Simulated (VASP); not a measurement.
Mo4C, 5 atoms in the cell. The cell holds a slab with vacuum, 5 atoms: a = 3.111 Å, b = 3.111 Å, c = 21.510 Å, α = 90.00°, β = 90.00°, γ = 90.00°. 

- Program: VASP 6.6.1
- Task: single point
- Functional: LDA
- Potentials or basis: VASP PAW LDA potentials, release 64 (Mo_sv, C)
- Cutoff: 520 eV
- k mesh: 9 × 9 × 1
- Occupations: gaussian, width 0.1 eV
- Spin: no spin polarisation
- Dipole correction: yes
- Further INCAR settings: ALGO = Normal; EDIFF = 1e-06; NBANDS = 38

Potentials or basis: VASP PAW LDA potentials, release 64 (Mo_sv, C).

Run with:

```console
$ cat potpaw_LDA.64/Mo_sv/POTCAR potpaw_LDA.64/C/POTCAR > POTCAR
$ mpirun -np 1 vasp_std > vasp.out
```

Hardware: 1 thread of Intel(R) Xeon(R) 6975P-C (Granite Rapids) (shared host).

Task: How long does it take, and how much memory?

Result: Wall time 120 s on 1 thread of Intel(R) Xeon(R) 6975P-C (Granite Rapids), on a shared host, peak memory 0.29 GiB. Counts: scf iterations 41, k points 15.
